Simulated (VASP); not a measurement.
# CsPbI2Br (P4/mmm) in VASP: further runs

CsPbI2Br is run at these levels: LDA; tasks: single point.

Everything below comes from runs of VASP 6.6.1. Logs are shortened: lines on timing, memory, paths and dates and some standing lists are left out, and cuts for length are marked.

### Step 1. The cell of the first run

Symmetry: P4/mmm, No. 123, tetragonal system. Conventional cell: a = 6.375 Å, b = 6.375 Å, c = 6.141 Å, α = 90.00°, β = 90.00°, γ = 90.00°. Within 5.8 Å of Cs (site symmetry 4/mmm) lie 8 I at 4.43 Å and 4 Br at 4.51 Å and 8 Pb at 5.45 Å. Within 4.0 Å of Pb (site symmetry 4/mmm) lie 2 Br at 3.07 Å and 4 I at 3.19 Å. Within 4.2 Å of I (site symmetry mmm) lie 2 Pb at 3.19 Å. Br (site symmetry 4/mmm) has 2 Pb at 3.07 Å within 4.0 Å.

### Step 2. Single point, LDA (strain +0.0300 x Voigt [0, 0, 1, 0, 0, 0])

The input, INCAR:

```
SYSTEM = CsPbI2Br
ALGO = Normal
EDIFF = 1E-7
ENCUT = 520
ISIF = 2
ISMEAR = 0
LASPH = .TRUE.
LCHARG = .FALSE.
LREAL = .FALSE.
LWAVE = .FALSE.
NBANDS = 30
NELM = 100
PREC = Accurate
SIGMA = 0.05
```

The input, KPOINTS:

```
k-points
0
G
  4 4 6
  0 0 0
```

The input, POSCAR:

```
CsPbI2Br
1.0
    6.3752960000      0.0000000000      0.0000000000
    0.0000000000      6.3752960000      0.0000000000
    0.0000000000      0.0000000000      6.1410866000
Cs Pb I Br
1 1 2 1
Direct
    0.5000000000      0.5000000000      0.5000000000
    0.0000000000      0.0000000000      0.0000000000
    0.0000000000      0.5000000000      0.0000000000
    0.5000000000      0.0000000000      0.0000000000
    0.0000000000      0.0000000000      0.5000000000
```

Potentials or basis: VASP PAW LDA potentials, release 64 (Cs_sv, Pb_d, I, Br).

Run with:

```console
$ cat potpaw_LDA.64/Cs_sv/POTCAR potpaw_LDA.64/Pb_d/POTCAR potpaw_LDA.64/I/POTCAR potpaw_LDA.64/Br/POTCAR > POTCAR
$ mpirun -np 1 vasp_std > vasp.out
```

OUTCAR:

```text
SYSTEM = CsPbI2Br
   EDIFF = 1E-7
   ENCUT = 520
   ISIF = 2
   ISMEAR = 0
   LASPH = .TRUE.
   LREAL = .FALSE.
   NELM = 100
   PREC = Accurate

 ion  position               nearest neighbor table
   1  0.500  0.500  0.500-
   2  0.000  0.000  0.000-   5 3.07   5 3.07   3 3.19   4 3.19   3 3.19   4 3.19
   3  0.000  0.500  0.000-   2 3.19   2 3.19
   4  0.500  0.000  0.000-   2 3.19   2 3.19
   5  0.000  0.000  0.500-   2 3.07   2 3.07

  LATTYP: Found a simple tetragonal cell.
 ALAT       =     6.3752960000
 C/A-ratio  =     0.9632629763

  Lattice vectors:

 A1 = (   6.3752960000,   0.0000000000,   0.0000000000)
 A2 = (   0.0000000000,   6.3752960000,   0.0000000000)
 A3 = (   0.0000000000,   0.0000000000,   6.1410866000)

Analysis of symmetry for initial positions (statically):
=====================================================================
 Subroutine PRICEL returns:
 Original cell was already a primitive cell.

 Routine SETGRP: Setting up the symmetry group for a
 simple tetragonal supercell.

 Subroutine GETGRP returns: Found 16 space group operations
 (whereof 16 operations were pure point group operations)
 out of a pool of 16 trial point group operations.

The static configuration has the point symmetry D_4h.

Analysis of symmetry for dynamics (positions and initial velocities):
=====================================================================
 Subroutine PRICEL returns:
 Original cell was already a primitive cell.

 Routine SETGRP: Setting up the symmetry group for a
 simple tetragonal supercell.

 Subroutine GETGRP returns: Found 16 space group operations
 (whereof 16 operations were pure point group operations)
 out of a pool of 16 trial point group operations.

The dynamic configuration has the point symmetry D_4h.

 Subroutine INISYM returns: Found 16 space group operations
 (whereof 16 operations are pure point group operations),
 and found     1 'primitive' translations

----------------------------------------------------------------------------------------

                                     Primitive cell

  volume of cell :     249.6008

  direct lattice vectors                    reciprocal lattice vectors
     6.375296000  0.000000000  0.000000000     0.156855462  0.000000000  0.000000000
     0.000000000  6.375296000  0.000000000     0.000000000  0.156855462  0.000000000
     0.000000000  0.000000000  6.141086600     0.000000000  0.000000000  0.162837632

  length of vectors
     6.375296000  6.375296000  6.141086600     0.156855462  0.156855462  0.162837632

  position of ions in fractional coordinates (direct lattice)
     0.500000000  0.500000000  0.500000000
     0.000000000  0.000000000  0.000000000
     0.000000000  0.500000000  0.000000000
     0.500000000  0.000000000  0.000000000
     0.000000000  0.000000000  0.500000000

  ion indices of the primitive-cell ions
   primitive index   ion index
                 1           1
                 2           2
                 3           3
                 4           4
                 5           5

----------------------------------------------------------------------------------------

 KPOINTS: k-points

Automatic generation of k-mesh.
 Grid dimensions read from file:
 generate k-points for:    4    4    6

 Generating k-lattice:

  Cartesian coordinates                     Fractional coordinates (reciprocal lattice)
     0.039213866  0.000000000  0.000000000     0.250000000  0.000000000  0.000000000
     0.000000000  0.039213866  0.000000000     0.000000000  0.250000000  0.000000000
     0.000000000  0.000000000  0.027139605     0.000000000  0.000000000  0.166666667

  Length of vectors
     0.039213866  0.039213866  0.027139605

  Shift w.r.t. Gamma in fractional coordinates (k-lattice)
     0.000000000  0.000000000  0.000000000

 Subroutine IBZKPT returns following result:
 ===========================================

 Found     24 irreducible k-points:

 Following reciprocal coordinates:
            Coordinates               Weight
  0.000000  0.000000  0.000000      1.000000
  0.250000  0.000000  0.000000      4.000000
  0.500000  0.000000  0.000000      2.000000
  0.250000  0.250000  0.000000      4.000000
  0.500000  0.250000  0.000000      4.000000
  0.500000  0.500000  0.000000      1.000000
[... 16 lines left out ...]
  0.500000  0.250000  0.500000      4.000000
  0.500000  0.500000  0.500000      1.000000
   k-points           NKPTS =     24   k-points in BZ     NKDIM =     24   number of bands    NBANDS=     30
   number of dos      NEDOS =    301   number of ions     NIONS =      5
   total plane-waves  NPLWV = 110592
   dimension x,y,z NGX =    48 NGY =   48 NGZ =   48
   dimension x,y,z NGXF=    96 NGYF=   96 NGZF=   96
   ions per type =               1   1   2   1
   NGX,Y,Z   is equivalent  to a cutoff of  12.52, 12.52, 12.99 a.u.
   NGXF,Y,Z  is equivalent  to a cutoff of  25.03, 25.03, 25.99 a.u.
 SYSTEM =  CsPbI2Br
   PREC   = accura    normal or accurate (medium, high low for compatibility)
   ISTART =      0    job   : 0-new  1-cont  2-samecut
   ICHARG =      2    charge: 1-file 2-atom 10-const
   ISPIN  =      1    spin polarized calculation?
   LNONCOLLINEAR =      F non collinear calculations
   LSORBIT =      F    spin-orbit coupling
   LASPH  =      T    aspherical Exc in radial PAW
   ENCUT  =  520.0 eV  38.22 Ry    6.18 a.u.  11.85 11.85 11.42*2*pi/ulx,y,z
   NELM   =    100;   NELMIN=  2; NELMDL= -5     # of ELM steps
   EDIFF  = 0.1E-06   stopping-criterion for ELM
   LREAL  =      F    real-space projection
   EDIFFG = 0.1E-05   stopping-criterion for IOM
   NSW    =      0    number of steps for IOM
   IBRION =     -1    ionic relax: 0-MD 1-quasi-New 2-CG
   NFREE  =      0    steps in history (QN), initial steepest desc. (CG)
   ISIF   =      2    stress and relaxation
   ISYM   =      2    0-nonsym 1-usesym 2-fastsym
   POTIM  = 0.5000    time-step for ionic-motion
   TEBEG  =    0.0;   TEEND  =   0.0 temperature during run
   PSTRESS=    0.0 pullay stress
   NELECT =      44.0000    total number of electrons
   NUPDOWN=      -1.0000    fix difference up-down
   EMIN   =  10.00;   EMAX   =-10.00  energy-range for DOS
   EFERMI =   0.00;   METHOD = LEGACY
   ISMEAR =     0;   SIGMA  =   0.05  broadening in eV -4-tet -1-fermi 0-gaus
   EFERMI_NEDOS =   21; number of points for ismear=-14 and -15
   IALGO  =     38    algorithm
   IMIX   =      4    mixing-type and parameters
     AMIX     =   0.40;   BMIX     =  1.00
     AMIX_MAG =   1.60;   BMIX_MAG =  1.00
  volume/ion in A,a.u.               =      49.92       336.88
  Fermi-wavevector in a.u.,A,eV,Ry     =   0.917932  1.734640 11.464252  0.842599
  Thomas-Fermi vector in A             =   2.042956
   LORBIT       =      0    0 simple, 1 ext, 2 COOP (PROOUT), +10 PAW based schemes
   GGA     = CA    functional components
   LHFCALC =     F    Hartree Fock is set to
   AEXX    =    0.0000 exact exchange contribution
   IVDW    =     0    specifies the selected vdW correction
   LEPSILON=     F    determine dielectric tensor
   LRPA    =     F    only Hartree local field effects (RPA)
 non-spin polarized calculation
 Gauss-broadening in eV      SIGMA  =   0.05
  energy-cutoff  :      520.00
  volume of cell :      249.60
 maximum number of plane-waves:      6771
 NGX is ok and might be reduce to    48
   NGX = 23   NGY = 23   NGZ = 23

 number of electron      44.0000006 magnetization

 Free energy of the ion-electron system (eV)
  ---------------------------------------------------
  ext. energy  EPLUGINS =         0.00000000
  ---------------------------------------------------
  free energy    TOTEN  =       -16.36118158 eV

  energy without entropy =      -16.36118158  energy(sigma->0) =      -16.36118158

 E-fermi :   0.9788     XC(G=0):  -7.5856

 val. band max:        0.7320737451   @ k =   0.5000   0.5000   0.5000
 cond. band min:       2.1730017134   @ k =   0.5000   0.5000   0.5000
 fundamental gap:      1.4409279683
 Fermi energy:         0.9787999429

 k-point     1 :       0.0000    0.0000    0.0000
  band No.  band energies     occupation
      1     -20.4505      2.00000
      2     -15.8496      2.00000
      3     -15.8466      2.00000
      4     -15.7900      2.00000
      5     -15.7792      2.00000
      6     -15.7792      2.00000
[... 22 lines left out ...]
     29       5.9675      0.00000
     30       6.2477      0.00000

 k-point     2 :       0.2500    0.0000    0.0000
  band No.  band energies     occupation
      1     -20.4504      2.00000
      2     -15.8477      2.00000
      3     -15.8430      2.00000
      4     -15.7902      2.00000
      5     -15.7794      2.00000
      6     -15.7792      2.00000
[... 22 lines left out ...]
     29       5.6801      0.00000
     30       6.1948      0.00000

 k-point     3 :       0.5000    0.0000    0.0000
  band No.  band energies     occupation
      1     -20.4503      2.00000
      2     -15.8475      2.00000
      3     -15.8378      2.00000
      4     -15.7904      2.00000
      5     -15.7797      2.00000
      6     -15.7792      2.00000
[... 22 lines left out ...]
     29       5.9358      0.00000
     30       6.7339      0.00000

 k-point     4 :       0.2500    0.2500    0.0000
  band No.  band energies     occupation
      1     -20.4503      2.00000
      2     -15.8439      2.00000
      3     -15.8414      2.00000
      4     -15.7904      2.00000
      5     -15.7794      2.00000
      6     -15.7794      2.00000
[... 616 lines left out ...]
     29       6.3600      0.00000
     30       6.4604      0.00000

 k-point    23 :       0.5000    0.2500    0.5000
  band No.  band energies     occupation
      1     -20.4497      2.00000
      2     -15.8375      2.00000
      3     -15.8134      2.00000
      4     -15.7907      2.00000
      5     -15.7801      2.00000
      6     -15.7799      2.00000
[... 22 lines left out ...]
     29       6.0437      0.00000
     30       6.5876      0.00000

 k-point    24 :       0.5000    0.5000    0.5000
  band No.  band energies     occupation
      1     -20.4496      2.00000
      2     -15.8330      2.00000
      3     -15.8122      2.00000
      4     -15.7909      2.00000
      5     -15.7801      2.00000
      6     -15.7801      2.00000
[... 22 lines left out ...]
     29       5.8719      0.00000
     30       6.8053      0.00000

------------------------ aborting loop because EDIFF is reached ----------------------------------------

  FORCE on cell =-STRESS in cart. coord.  units (eV):
  Direction    XX          YY          ZZ          XY          YZ          ZX
  --------------------------------------------------------------------------------------
  -------------------------------------------------------------------------------------
  Total       -2.6658496     -2.6658496     -4.2833809      0.0000000     -0.0000000      0.0000000
  in kB      -17.1119814    -17.1119814    -27.4948498      0.0000000     -0.0000000      0.0000000
  external PRESSURE =     -20.5729375 kB  Pullay stress =       0.0000000 kB

 VOLUME and BASIS-vectors are now :
 -----------------------------------------------------------------------------
  energy-cutoff  :      520.00
  volume of cell :      249.60
      direct lattice vectors                 reciprocal lattice vectors
     6.375296000  0.000000000  0.000000000     0.156855462  0.000000000  0.000000000
     0.000000000  6.375296000  0.000000000     0.000000000  0.156855462  0.000000000
     0.000000000  0.000000000  6.141086600     0.000000000  0.000000000  0.162837632

 POSITION                                       TOTAL-FORCE (eV/Angst)
 -----------------------------------------------------------------------------------
      3.18765      3.18765      3.07054         0.000000      0.000000      0.000000
      0.00000      0.00000      0.00000         0.000000      0.000000      0.000000
      0.00000      3.18765      0.00000         0.000000      0.000000      0.000000
      3.18765      0.00000      0.00000         0.000000      0.000000      0.000000
      0.00000      0.00000      3.07054         0.000000      0.000000      0.000000
 -----------------------------------------------------------------------------------
    total drift:                                0.000000     -0.000000      0.000000

  FREE ENERGIE OF THE ION-ELECTRON SYSTEM (eV)
  ---------------------------------------------------
  free  energy   TOTEN  =       -16.3611815830 eV

  energy  without entropy=      -16.3611815830  energy(sigma->0) =      -16.36118158
```

Run time: 2.1 min. Hardware: 1 thread of Intel Xeon Platinum 8488C (Sapphire Rapids), shared host; peak memory 0.4 GiB.

Results:

- Free energy: -16.3612 eV
- Pressure: -2.1 GPa
- Band gap on the k mesh: 1.44 eV, direct

Caveat: the cell differs from its parent crystal (strain +0.0300 x Voigt [0, 0, 1, 0, 0, 0]); spin-orbit coupling is left out, which moves the levels of the heavy elements. A k mesh can miss the band edges.

### Step 3. Single point, LDA (strain +0.0400 x Voigt [0, 0, 1, 0, 0, 0])

The input, INCAR:

```
SYSTEM = CsPbI2Br
  ALGO = Normal
  EDIFF = 1E-6
  ENCUT = 520
  GGA = CA
  ISIF = 2
  ISMEAR = 0
  LASPH = .True.
  LCHARG = .False.
  LREAL = .False.
  LWAVE = .False.
  NBANDS = 30
  NELM = 100
  PREC = Accurate
  SIGMA = 0.05
```

The input, KPOINTS:

```
k-points
0
Gamma
  4 4 6
  0 0 0
```

POSCAR, as its differences from that of step 2:

```diff
@@ -4,3 +4,3 @@
     0.0000000000      6.3752960000      0.0000000000
-    0.0000000000      0.0000000000      6.1410866000
+    0.0000000000      0.0000000000      6.2007088000
 Cs Pb I Br
```

Potentials or basis: VASP PAW LDA potentials, release 64 (Cs_sv, Pb_d, I, Br).

Run with:

```console
$ cat potpaw_LDA.64/Cs_sv/POTCAR potpaw_LDA.64/Pb_d/POTCAR potpaw_LDA.64/I/POTCAR potpaw_LDA.64/Br/POTCAR > POTCAR
$ mpirun -np 1 vasp_std > vasp.out
```

It took 2 min on 1 thread of Intel Xeon Platinum 8488C (Sapphire Rapids), shared host; peak memory 0.4 GiB.

The run converged. Its results:

```yaml
Free_energy: -16.3182 eV
Pressure: -2.1 GPa
Band_gap_on_the_k_mesh: 1.43 eV, direct
```

Stress tensor (GPa, compression positive):
```
-1.74  0.00  0.00
 0.00 -1.74  0.00
 0.00  0.00 -2.96
```

Levels at points of the mesh, in eV from the valence-band top:
```
           k point  band 20  band 21  band 22  band 23  band 24  band 25
(0.00, 0.00, 0.00)    -1.12    -1.08    -1.08     2.96     4.05     4.37
(0.50, 0.00, 0.00)    -1.30    -1.17    -0.77     2.20     4.28     4.65
(0.50, 0.50, 0.00)    -1.24    -0.65    -0.34     1.84     1.84     4.24
(0.00, 0.00, 0.50)    -1.17    -1.14    -1.14     2.38     4.59     4.71
(0.50, 0.00, 0.50)    -1.42    -0.83    -0.48     1.92     1.96     4.88
(0.50, 0.50, 0.50)    -0.81    -0.63     0.00     1.43     1.49     1.49
```

Caveat: the cell differs from its parent crystal (strain +0.0400 x Voigt [0, 0, 1, 0, 0, 0]); spin-orbit coupling is left out, which moves the levels of the heavy elements.
